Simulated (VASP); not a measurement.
# Zn4SeS3 (P-43m) in VASP: a series of runs, part 2 of 2

VASP 6.6.1. The steps go on from the part before.

## Step 4: Single point, PBE (21.60 Å³/atom)

This run uses another cell than the first one, of 21.60 Å³/atom.

INCAR

```
SYSTEM = Zn4SeS3
PREC     = Accurate       ! precision mode
ENCUT    = 520            ! plane-wave cutoff, eV
EDIFF    = 1E-6           ! SCF threshold, eV
ISMEAR   = 0              ! smearing method
SIGMA    = 0.02           ! smearing width, eV
LREAL    = .False.        ! projectors in reciprocal space
LASPH    = .True.         ! aspherical terms in the spheres
NELM     = 100            ! most SCF steps
ALGO     = Normal         ! electronic algorithm
ISIF     = 2              ! what is computed and relaxed
LWAVE    = .False.        ! write WAVECAR
LCHARG   = .False.        ! write CHGCAR
GGA      = PE             ! functional
NBANDS   = 46             ! bands
```

KPOINTS

```
regular mesh
0
Gamma
  6 6 6
  0 0 0
```

POSCAR

```
Zn4SeS3
1.0
    5.5701883062      0.0000000000      0.0000000000
    0.0000000000      5.5701883062      0.0000000000
    0.0000000000      0.0000000000      5.5701883062
Zn Se S
4 1 3
Direct
    0.7436060000      0.7436060000      0.7436060000
    0.7436060000      0.2563940000      0.2563940000
    0.2563940000      0.7436060000      0.2563940000
    0.2563940000      0.2563940000      0.7436060000
    0.0000000000      0.0000000000      0.0000000000
    0.5000000000      0.5000000000      0.0000000000
    0.5000000000      0.0000000000      0.5000000000
    0.0000000000      0.5000000000      0.5000000000
```

Potentials or basis: VASP PAW PBE potentials, release 64 (Zn, Se, S).

Started as:

```console
> cat potpaw_PBE.64/Zn/POTCAR potpaw_PBE.64/Se/POTCAR potpaw_PBE.64/S/POTCAR > POTCAR
> mpirun -np 1 vasp_std > vasp.out
```

OUTCAR:

```text
SYSTEM = Zn4SeS3
   PREC = Accurate
   ENCUT = 520
   EDIFF = 1E-6
   ISMEAR = 0
   LREAL = .False.
   LASPH = .True.
   NELM = 100
   ISIF = 2
   GGA = PE

 ion  position               nearest neighbor table
   1  0.744  0.744  0.744-   6 2.39   7 2.39   8 2.39   5 2.47
   2  0.744  0.256  0.256-   6 2.39   7 2.39   8 2.39   5 2.47
   3  0.256  0.744  0.256-   6 2.39   7 2.39   8 2.39   5 2.47
   4  0.256  0.256  0.744-   6 2.39   7 2.39   8 2.39   5 2.47
   5  0.000  0.000  0.000-   1 2.47   2 2.47   3 2.47   4 2.47
   6  0.500  0.500  0.000-   1 2.39   2 2.39   3 2.39   4 2.39
   7  0.500  0.000  0.500-   1 2.39   2 2.39   3 2.39   4 2.39
   8  0.000  0.500  0.500-   1 2.39   2 2.39   3 2.39   4 2.39

  LATTYP: Found a simple cubic cell.
 ALAT       =     5.5701883062

  Lattice vectors:

 A1 = (   5.5701883062,   0.0000000000,   0.0000000000)
 A2 = (   0.0000000000,   5.5701883062,   0.0000000000)
 A3 = (   0.0000000000,   0.0000000000,   5.5701883062)

Analysis of symmetry for initial positions (statically):
=====================================================================
 Subroutine PRICEL returns:
 Original cell was already a primitive cell.

 Routine SETGRP: Setting up the symmetry group for a
 simple cubic supercell.

 Subroutine GETGRP returns: Found 24 space group operations
 (whereof 24 operations were pure point group operations)
 out of a pool of 48 trial point group operations.

The static configuration has the point symmetry T_d .

Analysis of symmetry for dynamics (positions and initial velocities):
=====================================================================
 Subroutine PRICEL returns:
 Original cell was already a primitive cell.

 Routine SETGRP: Setting up the symmetry group for a
 simple cubic supercell.

 Subroutine GETGRP returns: Found 24 space group operations
 (whereof 24 operations were pure point group operations)
 out of a pool of 48 trial point group operations.

The dynamic configuration has the point symmetry T_d .

 Subroutine INISYM returns: Found 24 space group operations
 (whereof 24 operations are pure point group operations),
 and found     1 'primitive' translations

----------------------------------------------------------------------------------------

                                     Primitive cell

  volume of cell :     172.8262

  direct lattice vectors                    reciprocal lattice vectors
     5.570188306  0.000000000  0.000000000     0.179527144  0.000000000  0.000000000
     0.000000000  5.570188306  0.000000000     0.000000000  0.179527144  0.000000000
     0.000000000  0.000000000  5.570188306     0.000000000  0.000000000  0.179527144

  length of vectors
     5.570188306  5.570188306  5.570188306     0.179527144  0.179527144  0.179527144

  position of ions in fractional coordinates (direct lattice)
     0.743606000  0.743606000  0.743606000
     0.743606000  0.256394000  0.256394000
     0.256394000  0.743606000  0.256394000
     0.256394000  0.256394000  0.743606000
     0.000000000  0.000000000  0.000000000
     0.500000000  0.500000000  0.000000000
     0.500000000  0.000000000  0.500000000
     0.000000000  0.500000000  0.500000000

[... 41 lines left out ...]
  0.333333  0.000000  0.000000      6.000000
  0.500000  0.000000  0.000000      3.000000
  0.166667  0.166667  0.000000     12.000000
  0.333333  0.166667  0.000000     24.000000
[... 12 lines left out ...]
  0.500000  0.500000  0.333333      6.000000
  0.500000  0.500000  0.500000      1.000000
   k-points           NKPTS =     20   k-points in BZ     NKDIM =     20   number of bands    NBANDS=     46
   number of dos      NEDOS =    301   number of ions     NIONS =      8
   total plane-waves  NPLWV =  74088
   dimension x,y,z NGX =    42 NGY =   42 NGZ =   42
   dimension x,y,z NGXF=    84 NGYF=   84 NGZF=   84
   ions per type =               4   1   3
   NGX,Y,Z   is equivalent  to a cutoff of  12.54, 12.54, 12.54 a.u.
   NGXF,Y,Z  is equivalent  to a cutoff of  25.07, 25.07, 25.07 a.u.
 SYSTEM =  Zn4SeS3
   PREC   = accura    normal or accurate (medium, high low for compatibility)
   ISTART =      0    job   : 0-new  1-cont  2-samecut
   ICHARG =      2    charge: 1-file 2-atom 10-const
   ISPIN  =      1    spin polarized calculation?
   LNONCOLLINEAR =      F non collinear calculations
   LSORBIT =      F    spin-orbit coupling
   LASPH  =      T    aspherical Exc in radial PAW
   ENCUT  =  520.0 eV  38.22 Ry    6.18 a.u.  10.36 10.36 10.36*2*pi/ulx,y,z
   NELM   =    100;   NELMIN=  2; NELMDL= -5     # of ELM steps
   EDIFF  = 0.1E-05   stopping-criterion for ELM
   LREAL  =      F    real-space projection
   EDIFFG = 0.1E-04   stopping-criterion for IOM
   NSW    =      0    number of steps for IOM
   IBRION =     -1    ionic relax: 0-MD 1-quasi-New 2-CG
   NFREE  =      0    steps in history (QN), initial steepest desc. (CG)
   ISIF   =      2    stress and relaxation
   ISYM   =      2    0-nonsym 1-usesym 2-fastsym
   POTIM  = 0.5000    time-step for ionic-motion
   TEBEG  =    0.0;   TEEND  =   0.0 temperature during run
   PSTRESS=    0.0 pullay stress
   NELECT =      72.0000    total number of electrons
   NUPDOWN=      -1.0000    fix difference up-down
   EMIN   =  10.00;   EMAX   =-10.00  energy-range for DOS
   EFERMI =   0.00;   METHOD = LEGACY
   ISMEAR =     0;   SIGMA  =   0.02  broadening in eV -4-tet -1-fermi 0-gaus
   EFERMI_NEDOS =   21; number of points for ismear=-14 and -15
   IALGO  =     38    algorithm
   IMIX   =      4    mixing-type and parameters
     AMIX     =   0.40;   BMIX     =  1.00
     AMIX_MAG =   1.60;   BMIX_MAG =  1.00
  volume/ion in A,a.u.               =      21.60       145.79
  Fermi-wavevector in a.u.,A,eV,Ry     =   1.222688  2.310546 20.340259  1.494967
  Thomas-Fermi vector in A             =   2.357826
   LORBIT       =      0    0 simple, 1 ext, 2 COOP (PROOUT), +10 PAW based schemes
   GGA     = PE    functional components
   LHFCALC =     F    Hartree Fock is set to
   AEXX    =    0.0000 exact exchange contribution
   IVDW    =     0    specifies the selected vdW correction
   LEPSILON=     F    determine dielectric tensor
   LRPA    =     F    only Hartree local field effects (RPA)
 non-spin polarized calculation
 Gauss-broadening in eV      SIGMA  =   0.02
  energy-cutoff  :      520.00
  volume of cell :      172.83
 maximum number of plane-waves:      4700
 NGX is ok and might be reduce to    42
   NGX = 21   NGY = 21   NGZ = 21

 number of electron      71.9999954 magnetization

 Free energy of the ion-electron system (eV)
  ---------------------------------------------------
  ext. energy  EPLUGINS =         0.00000000
  ---------------------------------------------------
  free energy    TOTEN  =       -26.50238478 eV

  energy without entropy =      -26.50238478  energy(sigma->0) =      -26.50238478

 E-fermi :   1.6290     XC(G=0):  -9.3013

 val. band max:        1.5161094694   @ k =   0.0000   0.0000   0.0000
 cond. band min:       3.1287721325   @ k =   0.0000   0.0000   0.0000
 fundamental gap:      1.6126626631
 Fermi energy:         1.6290311841

 k-point     1 :       0.0000    0.0000    0.0000
  band No.  band energies     occupation
      1     -11.3176      2.00000
      2     -10.2645      2.00000
      3     -10.2645      2.00000
      4     -10.2299      2.00000
      5      -4.7119      2.00000
      6      -4.7119      2.00000
[... 969 lines left out ...]
     45       8.2530      0.00000
     46       8.2530      0.00000

------------------------ aborting loop because EDIFF is reached ----------------------------------------

  FORCE on cell =-STRESS in cart. coord.  units (eV):
  Direction    XX          YY          ZZ          XY          YZ          ZX
  --------------------------------------------------------------------------------------
  -------------------------------------------------------------------------------------
  Total       -1.7961650     -1.7961650     -1.7961650      0.0000000      0.0000000      0.0000000
  in kB      -16.6512627    -16.6512627    -16.6512627      0.0000000      0.0000000      0.0000000
  external PRESSURE =     -16.6512627 kB  Pullay stress =       0.0000000 kB

 VOLUME and BASIS-vectors are now :
 -----------------------------------------------------------------------------
  energy-cutoff  :      520.00
  volume of cell :      172.83
      direct lattice vectors                 reciprocal lattice vectors
     5.570188306  0.000000000  0.000000000     0.179527144  0.000000000  0.000000000
     0.000000000  5.570188306  0.000000000     0.000000000  0.179527144  0.000000000
     0.000000000  0.000000000  5.570188306     0.000000000  0.000000000  0.179527144

 POSITION                                       TOTAL-FORCE (eV/Angst)
 -----------------------------------------------------------------------------------
      4.14203      4.14203      4.14203         0.005422      0.005422      0.005422
      4.14203      1.42816      1.42816         0.005422     -0.005422     -0.005422
      1.42816      4.14203      1.42816        -0.005422      0.005422     -0.005422
      1.42816      1.42816      4.14203        -0.005422     -0.005422      0.005422
      0.00000      0.00000      0.00000        -0.000000      0.000000     -0.000000
      2.78509      2.78509      0.00000        -0.000000      0.000000     -0.000000
      2.78509      0.00000      2.78509        -0.000000      0.000000     -0.000000
      0.00000      2.78509      2.78509        -0.000000      0.000000     -0.000000
 -----------------------------------------------------------------------------------
    total drift:                               -0.000000     -0.000000      0.000000

  FREE ENERGIE OF THE ION-ELECTRON SYSTEM (eV)
  ---------------------------------------------------
  free  energy   TOTEN  =       -26.5023847770 eV

  energy  without entropy=      -26.5023847770  energy(sigma->0) =      -26.50238478
```

It took 2 min on 1 thread of Intel Xeon Platinum 8559C (Emerald Rapids), shared host; peak memory 0.33 GiB.

Results:

* Free energy: -26.5024 eV
* Pressure: -1.7 GPa
* Largest force: 0.009 eV/Å
* Band gap on the k mesh: 1.61 eV

Forces on the atoms (eV/Å):
```
Zn   0.005  0.005  0.005
Zn   0.005 -0.005 -0.005
Zn  -0.005  0.005 -0.005
Zn  -0.005 -0.005  0.005
Se   0.000  0.000  0.000
S    0.000  0.000  0.000
S    0.000  0.000  0.000
S    0.000  0.000  0.000
```

## Step 5: Single point, PBE (22.23 Å³/atom)

This run uses another cell than the first one, of 22.23 Å³/atom.

INCAR

```
  PREC = Accurate
  ENCUT = 520
  EDIFF = 1E-7
  ISMEAR = 0
  SIGMA = 0.02
  LREAL = F
  LASPH = T
  NELM = 60
  ALGO = Normal
  ISIF = 2
  LWAVE = F
  LCHARG = T
  GGA = PE
  LELF = T
  LVHAR = T
  NBANDS = 46
```

KPOINTS

```
regular mesh
0
Gamma
  6 6 6
```

POSCAR

```
Zn4SeS3
1.0
    5.6237510950      0.0000000000      0.0000000000
    0.0000000000      5.6237510950      0.0000000000
    0.0000000000      0.0000000000      5.6237510950
Zn Se S
4 1 3
Direct
    0.7438421026      0.7438421026      0.7438421026
    0.7438421026      0.2561578974      0.2561578974
    0.2561578974      0.7438421026      0.2561578974
    0.2561578974      0.2561578974      0.7438421026
    0.0000000000      0.0000000000      0.0000000000
    0.5000000000      0.5000000000      0.0000000000
    0.5000000000      0.0000000000      0.5000000000
    0.0000000000      0.5000000000      0.5000000000
```

Potentials or basis: VASP PAW PBE potentials, release 64 (Zn, Se, S).

Started as:

```console
> cat potpaw_PBE.64/Zn/POTCAR potpaw_PBE.64/Se/POTCAR potpaw_PBE.64/S/POTCAR > POTCAR
> mpirun -np 1 vasp_std > vasp.out
```

OUTCAR:

```text
PREC = Accurate
   ENCUT = 520
   EDIFF = 1E-7
   ISMEAR = 0
   LREAL = F
   LASPH = T
   NELM = 60
   ISIF = 2
   GGA = PE

 ion  position               nearest neighbor table
   1  0.744  0.744  0.744-   6 2.42   7 2.42   8 2.42   5 2.50
   2  0.744  0.256  0.256-   6 2.42   7 2.42   8 2.42   5 2.50
   3  0.256  0.744  0.256-   6 2.42   7 2.42   8 2.42   5 2.50
   4  0.256  0.256  0.744-   6 2.42   7 2.42   8 2.42   5 2.50
   5  0.000  0.000  0.000-   1 2.50   2 2.50   3 2.50   4 2.50
   6  0.500  0.500  0.000-   1 2.42   2 2.42   3 2.42   4 2.42
   7  0.500  0.000  0.500-   1 2.42   2 2.42   3 2.42   4 2.42
   8  0.000  0.500  0.500-   1 2.42   2 2.42   3 2.42   4 2.42

  LATTYP: Found a simple cubic cell.
 ALAT       =     5.6237510950

  Lattice vectors:

 A1 = (   5.6237510950,   0.0000000000,   0.0000000000)
 A2 = (   0.0000000000,   5.6237510950,   0.0000000000)
 A3 = (   0.0000000000,   0.0000000000,   5.6237510950)

Analysis of symmetry for initial positions (statically):
=====================================================================
[... 186 lines left out ...]

 k-point     1 :       0.0000    0.0000    0.0000
  band No.  band energies     occupation
      1     -11.3824      2.00000
      2     -10.3845      2.00000
      3     -10.3845      2.00000
      4     -10.3750      2.00000
      5      -4.8596      2.00000
      6      -4.8596      2.00000
[... 969 lines left out ...]
     45       8.0183      0.00000
     46       8.0183      0.00000

------------------------ aborting loop because EDIFF is reached ----------------------------------------

  FORCE on cell =-STRESS in cart. coord.  units (eV):
  Direction    XX          YY          ZZ          XY          YZ          ZX
  --------------------------------------------------------------------------------------
  -------------------------------------------------------------------------------------
  Total       -3.5951942     -3.5951942     -3.5951942      0.0000000      0.0000000     -0.0000000
  in kB      -32.3858025    -32.3858025    -32.3858025      0.0000000      0.0000000     -0.0000000
  external PRESSURE =     -32.3858025 kB  Pullay stress =       0.0000000 kB

 VOLUME and BASIS-vectors are now :
 -----------------------------------------------------------------------------
  energy-cutoff  :      520.00
  volume of cell :      177.86
      direct lattice vectors                 reciprocal lattice vectors
     5.623751095  0.000000000  0.000000000     0.177817258  0.000000000  0.000000000
     0.000000000  5.623751095  0.000000000     0.000000000  0.177817258  0.000000000
     0.000000000  0.000000000  5.623751095     0.000000000  0.000000000  0.177817258

 POSITION                                       TOTAL-FORCE (eV/Angst)
 -----------------------------------------------------------------------------------
      4.18318      4.18318      4.18318         0.000617      0.000617      0.000617
      4.18318      1.44057      1.44057         0.000617     -0.000617     -0.000617
      1.44057      4.18318      1.44057        -0.000617      0.000617     -0.000617
      1.44057      1.44057      4.18318        -0.000617     -0.000617      0.000617
      0.00000      0.00000      0.00000        -0.000000     -0.000000     -0.000000
      2.81188      2.81188      0.00000        -0.000000      0.000000      0.000000
      2.81188      0.00000      2.81188        -0.000000     -0.000000      0.000000
      0.00000      2.81188      2.81188        -0.000000     -0.000000     -0.000000
 -----------------------------------------------------------------------------------
    total drift:                               -0.000000     -0.000000      0.000000

  FREE ENERGIE OF THE ION-ELECTRON SYSTEM (eV)
  ---------------------------------------------------
  free  energy   TOTEN  =       -26.4251724364 eV

  energy  without entropy=      -26.4251724364  energy(sigma->0) =      -26.42517244
```

Run time: 2.2 min. Hardware: 1 thread of Intel Xeon Platinum 8559C (Emerald Rapids), shared host; peak memory 0.33 GiB.

What came out:

```
Free energy            : -26.4252 eV
Pressure               : -3.2 GPa
Band gap on the k mesh : 1.50 eV
```

Levels at points of the mesh, in eV from the valence-band top:
```tsv
k point	band 32	band 33	band 34	band 35	band 36	band 37	band 38	band 39	band 40	band 41
(0.00, 0.00, 0.00)	-1.88	-1.88	0.00	0.00	0.00	1.50	3.25	3.56	3.56	3.86
(0.50, 0.00, 0.00)	-2.21	-1.25	-1.25	-0.93	-0.93	3.97	3.99	4.50	4.50	5.49
(0.50, 0.50, 0.00)	-2.04	-1.03	-0.91	-0.64	-0.64	4.28	4.28	4.43	4.46	6.13
(0.50, 0.50, 0.50)	-0.89	-0.89	-0.51	-0.51	-0.51	2.86	2.86	2.86	3.09	6.71
```

Caveat: the cell stands under tension.

## Step 6: Single point, PBE (23.07 Å³/atom)

This run uses another cell than the first one, of 23.07 Å³/atom.

INCAR

```
SYSTEM = Zn4SeS3
ALGO = Normal ; EDIFF = 1E-6
ENCUT = 520 ; GGA = PE
ISIF = 2 ; ISMEAR = 0
LASPH = .TRUE. ; LCHARG = .TRUE.
LELF = .TRUE. ; LREAL = .FALSE.
LVHAR = .TRUE. ; LWAVE = .FALSE.
NBANDS = 46 ; NELM = 80
PREC = Accurate ; SIGMA = 0.02
```

KPOINTS

```
k-points
0
G
  6 6 6
  0 0 0
```

POSCAR

```
Zn4SeS3
1.0
    5.6936185010      0.0000000000      0.0000000000
    0.0000000000      5.6936185010      0.0000000000
    0.0000000000      0.0000000000      5.6936185010
Zn Se S
4 1 3
Direct
    0.7440390166      0.7440390166      0.7440390166
    0.7440390166      0.2559609834      0.2559609834
    0.2559609834      0.7440390166      0.2559609834
    0.2559609834      0.2559609834      0.7440390166
    0.0000000000      0.0000000000      0.0000000000
    0.5000000000      0.5000000000      0.0000000000
    0.5000000000      0.0000000000      0.5000000000
    0.0000000000      0.5000000000      0.5000000000
```

Potentials or basis: VASP PAW PBE potentials, release 64 (Zn, Se, S).

Started as:

```console
> cat potpaw_PBE.64/Zn/POTCAR potpaw_PBE.64/Se/POTCAR potpaw_PBE.64/S/POTCAR > POTCAR
> mpirun -np 1 vasp_std > vasp.out
```

Run time: 2.2 min. Hardware: 1 thread of Intel Xeon Platinum 8559C (Emerald Rapids), shared host; peak memory 0.34 GiB.

It converged, with:

```yaml
Free_energy: -26.2529 eV
Pressure: -5.0 GPa
Band_gap_on_the_k_mesh: 1.36 eV
```

Levels at points of the mesh, in eV from the valence-band top:
| k point | band 32 | band 33 | band 34 | band 35 | band 36 | band 37 | band 38 | band 39 | band 40 | band 41 |
| --- | --- | --- | --- | --- | --- | --- | --- | --- | --- | --- |
| (0.00, 0.00, 0.00) | -1.76 | -1.76 | 0.00 | 0.00 | 0.00 | 1.36 | 3.33 | 3.62 | 3.62 | 3.84 |
| (0.50, 0.00, 0.00) | -2.09 | -1.17 | -1.17 | -0.87 | -0.87 | 3.83 | 3.87 | 4.52 | 4.54 | 5.31 |
| (0.50, 0.50, 0.00) | -1.92 | -0.97 | -0.86 | -0.60 | -0.60 | 4.16 | 4.16 | 4.28 | 4.33 | 6.11 |
| (0.50, 0.50, 0.50) | -0.84 | -0.84 | -0.48 | -0.48 | -0.48 | 2.79 | 2.79 | 2.79 | 3.01 | 6.72 |

Caveat: the cell stands under tension.

## Step 7: Summary

```csv
level,potentials or basis,cell,gap on the mesh (eV),pressure (GPa),largest force (eV/Å)
PBE,"VASP PAW PBE potentials, release 64 (Zn, Se, S)","a = 5.516 Å, 8 atoms, atomic positions A",1.73,0.2,-
LDA,"VASP PAW LDA potentials, release 64 (Zn, Se, S)","a = 5.516 Å, 8 atoms, atomic positions A",1.51,-5.5,0.01
PBE,"VASP PAW PBE potentials, release 64 (Zn, Se, S)","a = 5.570 Å, 8 atoms, atomic positions A",1.61,-1.7,0.01
PBE,"VASP PAW PBE potentials, release 64 (Zn, Se, S)","a = 5.624 Å, 8 atoms, atomic positions B",1.50,-3.2,-
PBE,"VASP PAW PBE potentials, release 64 (Zn, Se, S)","a = 5.694 Å, 8 atoms, atomic positions C",1.36,-5.0,-
```

Alike in all rows: task single point; no spin polarisation; k mesh 6 × 6 × 6; cutoff (eV) 520; smearing gaussian 0.02 eV.

Caveats: the cell stands under tension (at least some runs).

Absolute energies hang on the potentials; compare differences alone.
